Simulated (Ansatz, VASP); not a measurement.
One calculation of GaC3, two programs

```
Ga C
1.0
     3.19204    0.00412    0.03842
     0.00412    3.32279   -0.01250
     0.03842   -0.01250    3.26816
Ga C
1 3
Direct
  0.98826 0.00684 0.02792
  0.01662 0.49551 0.50814
  0.50251 0.99119 0.53250
  0.51014 0.49445 0.98009
```

Alike in both runs: task single point; functional PBE; k mesh 5 × 5 × 5; occupations fermi-dirac, width 0.15 eV; no spin polarisation.

|  | VASP | Ansatz |
| --- | --- | --- |
| version | VASP 6.6.1 | Ansatz 0.2.0 |
| potentials or method | VASP PAW PBE potentials, release 64 (Ga_d, C), cutoff 520 eV | plane waves, PAW |
| valence electrons in the cell | 25 | 25 |

|  | VASP | Ansatz | Ansatz less VASP |
| --- | --- | --- | --- |
| pressure (GPa) | 11.9 | 11.4 | -0.48 |
| traceless stress, the component that is largest in VASP (GPa) | 2.92 | 2.92 | 0.000 |
| rms of the force components (eV/Å) | 0.597 | 0.597 | +0.0001 |

Atom by atom the forces differ by 0.003 eV/Å (rms over components). With one functional, cell and mesh, what is left measures potentials, basis and numerics. Ansatz's warnings: stress scf threshold loose.

The k mesh is coarse, so the values compare programs but aren't converged.
